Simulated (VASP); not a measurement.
# Fe2O3 (R-3c) in VASP: further runs

The runs below take Fe2O3 through single point, relaxation of cell and atoms, with PBE exchange alone, PBE+D4, PBEsol, LDA.

Program: VASP 6.6.1. These are calculated values, not measurements. Logs are shortened: lines on timing, memory, paths and dates and some standing lists are left out, and cuts for length are marked.

## Step 1: The cell of the first run

Symmetry: R-3c, No. 167, trigonal system. The conventional cell has a = 4.935 Å, b = 4.935 Å, c = 13.491 Å, α = 90.00°, β = 90.00°, γ = 120.00°. Fe (site symmetry 3) has 6 O at 1.91 to 2.07 Å within 2.5 Å. Within 2.5 Å of O (site symmetry 2) lie 4 Fe at 1.91 to 2.07 Å.

## Step 2: Single point, PBE exchange alone, collinear spin, ferromagnetic start

Input file INCAR:

```
SYSTEM = Fe2O3
AGGAC = 0.0
ALDAC = 0.0
ALGO = Normal
EDIFF = 1E-6
ENCUT = 600
GGA = PE
GGA_COMPAT = .False.
ISIF = 2
ISMEAR = -1
ISPIN = 2
LASPH = .True.
LCHARG = .False.
LMAXMIX = 4
LORBIT = 11
LREAL = .False.
LWAVE = .False.
MAGMOM = 3 3 3 3 0 0 0 0 0 0
NBANDS = 49
NELM = 200
PREC = Accurate
SIGMA = 0.05
```

Input file KPOINTS:

```
k-points
0
Gamma
  7 7 7
  0 0 0
```

Input file POSCAR:

```
Fe2O3
1.0
    2.4675774079      1.4246564807      4.4969532964
   -2.4675774079      1.4246564807      4.4969532964
    0.0000000000     -2.8493129614      4.4969532964
Fe O
4 6
Direct
    0.3553000000      0.3553000000      0.3553000000
    0.1447000000      0.1447000000      0.1447000000
    0.6447000000      0.6447000000      0.6447000000
    0.8553000000      0.8553000000      0.8553000000
    0.5559000000      0.2500000000      0.9441000000
    0.2500000000      0.9441000000      0.5559000000
    0.9441000000      0.5559000000      0.2500000000
    0.4441000000      0.7500000000      0.0559000000
    0.7500000000      0.0559000000      0.4441000000
    0.0559000000      0.4441000000      0.7500000000
```

Potentials or basis: VASP PAW PBE potentials, release 64 (Fe, O).

The run is started by

```bash
cat potpaw_PBE.64/Fe/POTCAR potpaw_PBE.64/O/POTCAR > POTCAR
mpirun -np 1 vasp_std > vasp.out
```

OUTCAR:

```text
SYSTEM = Fe2O3
   EDIFF = 1E-6
   ENCUT = 600
   GGA = PE
   ISIF = 2
   ISMEAR = -1
   ISPIN = 2
   LASPH = .True.
   LORBIT = 11
   LREAL = .False.
   NELM = 200
   PREC = Accurate

 ion  position               nearest neighbor table
   1  0.355  0.355  0.355-   9 1.91  10 1.91   8 1.91   7 2.07   5 2.07   6 2.07   2 2.84   3 2.91
                             3 2.91   3 2.91
   2  0.145  0.145  0.145-   8 1.91  10 1.91   9 1.91   7 2.07   5 2.07   6 2.07   1 2.84   4 2.91
                             4 2.91   4 2.91
   3  0.645  0.645  0.645-   6 1.91   7 1.91   5 1.91  10 2.07   9 2.07   8 2.07   4 2.84   1 2.91
                             1 2.91   1 2.91
   4  0.855  0.855  0.855-   5 1.91   7 1.91   6 1.91  10 2.07   9 2.07   8 2.07   3 2.84   2 2.91
                             2 2.91   2 2.91
   5  0.556  0.250  0.944-   4 1.91   3 1.91   1 2.07   2 2.07
   6  0.250  0.944  0.556-   3 1.91   4 1.91   1 2.07   2 2.07
   7  0.944  0.556  0.250-   3 1.91   4 1.91   1 2.07   2 2.07
   8  0.444  0.750  0.056-   2 1.91   1 1.91   3 2.07   4 2.07
   9  0.750  0.056  0.444-   1 1.91   2 1.91   3 2.07   4 2.07
  10  0.056  0.444  0.750-   1 1.91   2 1.91   3 2.07   4 2.07

  LATTYP: Found a trigonal (rhomboedric) cell.
 ALAT       =     5.3236428601
 COS(alpha) =     0.5703114900

  Lattice vectors:

 A1 = (   2.4675774079,   1.4246564807,   4.4969532964)
 A2 = (  -2.4675774079,   1.4246564807,   4.4969532964)
 A3 = (   0.0000000000,  -2.8493129614,   4.4969532964)

Analysis of symmetry for initial positions (statically):
=====================================================================
 Subroutine PRICEL returns:
 Original cell was already a primitive cell.

 Routine SETGRP: Setting up the symmetry group for a
 trigonal (rhombohedral) supercell.

 Subroutine GETGRP returns: Found 12 space group operations
 (whereof  6 operations were pure point group operations)
 out of a pool of 12 trial point group operations.

The static configuration has the point symmetry S_6 .
 The point group associated with its full space group is D_3d.

Analysis of symmetry for dynamics (positions and initial velocities):
=====================================================================
 Subroutine PRICEL returns:
 Original cell was already a primitive cell.

 Routine SETGRP: Setting up the symmetry group for a
 trigonal (rhombohedral) supercell.

 Subroutine GETGRP returns: Found 12 space group operations
 (whereof  6 operations were pure point group operations)
 out of a pool of 12 trial point group operations.

The dynamic configuration has the point symmetry S_6 .
[... 180 lines left out ...]

 val. band max:        6.7165191261   @ k =  -0.1429   0.4286   0.1429
 cond. band min:       6.7184588845   @ k =  -0.4286   0.2857   0.2857
 fundamental gap:      0.0019397584
 Fermi energy:         6.7174601682

 spin component 1

 k-point     1 :       0.0000    0.0000    0.0000
  band No.  band energies     occupation
      1     -13.8775      1.00000
      2     -12.1935      1.00000
      3     -12.1436      1.00000
      4     -12.1436      1.00000
      5     -12.0815      1.00000
      6     -12.0815      1.00000
[... 1165 lines left out ...]
     45      13.0341      0.00000
     46      15.3172      0.00000

 [... further k-points ...]

 spin component 2

 k-point     1 :       0.0000    0.0000    0.0000
  band No.  band energies     occupation
      1     -13.4018      1.00000
      2     -11.7188      1.00000
      3     -11.6304      1.00000
      4     -11.6304      1.00000
      5     -11.5915      1.00000
      6     -11.5915      1.00000
[... 1165 lines left out ...]
     45      13.8543      0.00000
     46      16.0731      0.00000

 [... further k-points ...]

 [bands above 46 left out]

------------------------ aborting loop because EDIFF is reached ----------------------------------------

  FORCE on cell =-STRESS in cart. coord.  units (eV):
  Direction    XX          YY          ZZ          XY          YZ          ZX
  --------------------------------------------------------------------------------------
  -------------------------------------------------------------------------------------
  Total       22.6138815     22.6138815     19.8260312      0.0000000      0.0000000      0.0000000
  in kB      381.9751625    381.9751625    334.8850779      0.0000000      0.0000000      0.0000000
  external PRESSURE =     366.2784676 kB  Pullay stress =       0.0000000 kB

 VOLUME and BASIS-vectors are now :
 -----------------------------------------------------------------------------
  energy-cutoff  :      600.00
  volume of cell :       94.85
      direct lattice vectors                 reciprocal lattice vectors
     2.467577408  1.424656481  4.496953296     0.202627889  0.116987266  0.074124260
    -2.467577408  1.424656481  4.496953296    -0.202627889  0.116987266  0.074124260
     0.000000000 -2.849312961  4.496953296     0.000000000 -0.233974532  0.074124260

 POSITION                                       TOTAL-FORCE (eV/Angst)
 -----------------------------------------------------------------------------------
      0.00000      0.00000      4.79330         0.000000     -0.000000     -0.789119
      0.00000      0.00000      1.95213         0.000000      0.000000      0.789119
      0.00000      0.00000      8.69756         0.000000     -0.000000      0.789119
      0.00000      0.00000     11.53873         0.000000      0.000000     -0.789119
      0.75483     -1.54191      7.86967         0.047480      0.082237     -0.000000
     -1.71275      0.11725      7.86967         0.047480     -0.082237     -0.000000
      0.95791      1.42466      7.86967        -0.094959      0.000000     -0.000000
     -0.75483      1.54191      5.62119        -0.047480     -0.082237     -0.000000
      1.71275     -0.11725      5.62119        -0.047480      0.082237     -0.000000
     -0.95791     -1.42466      5.62119         0.094959     -0.000000      0.000000
 -----------------------------------------------------------------------------------
    total drift:                                0.000000      0.000000      0.000000

  FREE ENERGIE OF THE ION-ELECTRON SYSTEM (eV)
  ---------------------------------------------------
  free  energy   TOTEN  =       -62.2501902699 eV

  energy  without entropy=      -62.1641208604  energy(sigma->0) =      -62.20715557

 total charge

# of ion       s       p       d       tot
------------------------------------------
    1        0.386   0.575   6.028   6.989
    2        0.386   0.575   6.028   6.989
    3        0.386   0.575   6.028   6.989
    4        0.386   0.575   6.028   6.989
    5        1.566   3.476   0.000   5.043
    6        1.566   3.476   0.000   5.043
    7        1.566   3.476   0.000   5.043
    8        1.566   3.476   0.000   5.043
    9        1.566   3.476   0.000   5.043
   10        1.566   3.476   0.000   5.043
--------------------------------------------------
tot         10.944  23.159  24.110  58.213

 magnetization (x)

# of ion       s       p       d       tot
------------------------------------------
    1        0.027   0.043   3.314   3.385
    2        0.027   0.043   3.314   3.385
    3        0.027   0.043   3.314   3.385
    4        0.027   0.043   3.314   3.385
    5        0.023   0.178   0.000   0.201
    6        0.023   0.178   0.000   0.201
    7        0.023   0.178   0.000   0.201
    8        0.023   0.178   0.000   0.201
    9        0.023   0.178   0.000   0.201
   10        0.023   0.178   0.000   0.201
--------------------------------------------------
tot          0.245   1.241  13.257  14.743
```

Run time: 8.8 min. Hardware: 1 thread of Intel Xeon 6975P-C (Granite Rapids), shared host; peak memory 0.62 GiB.

Results:

```yaml
Free_energy: -62.2502 eV
Pressure: 36.6 GPa
Largest_force: 0.789 eV/Å
Net_moment: 15.18 μB per cell
Site_moments: Fe +3.38; O +0.20 μB
Valence_electrons_inside_the_program's_atomic_spheres: Fe 6.99; O 5.04
```

Forces in eV/Å, atoms in the order of the input:
```
Fe   0.000  0.000 -0.789
Fe   0.000  0.000  0.789
Fe   0.000  0.000  0.789
Fe   0.000  0.000 -0.789
O    0.047  0.082  0.000
O    0.047 -0.082  0.000
O   -0.095  0.000  0.000
O   -0.047 -0.082  0.000
O   -0.047  0.082  0.000
O    0.095  0.000  0.000
```

Stress tensor (GPa, compression positive):
```
38.20  0.00  0.00
 0.00 38.20  0.00
 0.00  0.00 33.49
```

Caveat: the cell stands under pressure; semilocal functionals often make such compounds metallic where correlation or magnetic order opens a gap, which also shifts bond lengths; the run started ferromagnetic, and an antiferromagnetic order may lie lower in energy.

## Step 3: Single point, PBE+D4, collinear spin, ferromagnetic start

This run uses another cell than the first one, of 8.61 Å³/atom.

Input file INCAR:

```
SYSTEM = Fe2O3
ALGO = Normal
EDIFF = 1E-6
ENCUT = 600
GGA = PE
GGA_COMPAT = .FALSE.
ISIF = 2
ISMEAR = -1
ISPIN = 2
IVDW = 13
LASPH = .TRUE.
LCHARG = .FALSE.
LMAXMIX = 4
LORBIT = 11
LREAL = .FALSE.
LWAVE = .FALSE.
MAGMOM = 3 3 3 3 0 0 0 0 0 0
NBANDS = 49
NELM = 200
PREC = Accurate
SIGMA = 0.05
```

Input file KPOINTS:

```
k-points
0
G
  7 7 7
  0 0 0
```

Input file POSCAR:

```
Fe2O3
1.0
    2.3725334092      1.3697828025      4.4130201649
   -2.3725334092      1.3697828025      4.4130201649
    0.0000000000     -2.7395656049      4.4130201649
Fe O
4 6
Direct
    0.3455907028      0.3455907028      0.3455907028
    0.1544092972      0.1544092972      0.1544092972
    0.6544092972      0.6544092972      0.6544092972
    0.8455907028      0.8455907028      0.8455907028
    0.5637240952      0.2500000000      0.9362759048
    0.2500000000      0.9362759048      0.5637240952
    0.9362759048      0.5637240952      0.2500000000
    0.4362759048      0.7500000000      0.0637240952
    0.7500000000      0.0637240952      0.4362759048
    0.0637240952      0.4362759048      0.7500000000
```

Potentials or basis: VASP PAW PBE potentials, release 64 (Fe, O).

The run is started by

```bash
cat potpaw_PBE.64/Fe/POTCAR potpaw_PBE.64/O/POTCAR > POTCAR
mpirun -np 1 vasp_std > vasp.out
```

It took 12 min on 1 thread of Intel Xeon Platinum 8488C (Sapphire Rapids), shared host; peak memory 0.51 GiB.

The run converged. Its results:

```
Free energy                                           : -77.0563 eV
Pressure                                              : 1.5 GPa
Largest force                                         : 0.040 eV/Å
Band gap on the k mesh                                : zero (filled and empty bands overlap)
Net moment                                            : 4.00 μB per cell
Site moments                                          : Fe +0.94; O +0.03 μB
Valence electrons inside the program's atomic spheres : Fe 7.42; O 5.02
Dispersion energy per atom                            : -0.243 eV
```

Forces on the atoms (eV/Å):
```
Fe   0.000  0.000  0.040
Fe   0.000  0.000 -0.040
Fe   0.000  0.000 -0.040
Fe   0.000  0.000  0.040
O    0.010  0.018  0.000
O    0.010 -0.018  0.000
O   -0.020  0.000  0.000
O   -0.010 -0.018  0.000
O   -0.010  0.018  0.000
O    0.020  0.000  0.000
```

Levels at points of the mesh, in eV from the Fermi level:
Spin up:
```tsv
k point	band 33	band 34	band 35	band 36	band 37	band 38	band 39	band 40
(0.00, 0.00, 0.00)	-1.00	-0.59	-0.53	-0.53	0.47	0.47	0.64	0.64
```
Spin down:
| k point | band 28 | band 29 | band 30 | band 31 | band 32 | band 33 | band 34 | band 35 | band 36 | band 37 |
| --- | --- | --- | --- | --- | --- | --- | --- | --- | --- | --- |
| (0.00, 0.00, 0.00) | -0.79 | -0.79 | -0.69 | -0.69 | -0.33 | 0.32 | 0.32 | 0.46 | 0.90 | 1.10 |

Caveat: semilocal functionals often make such compounds metallic where correlation or magnetic order opens a gap, which also shifts bond lengths; the run started ferromagnetic, and an antiferromagnetic order may lie lower in energy.

(Continued in part 2 of 2.)
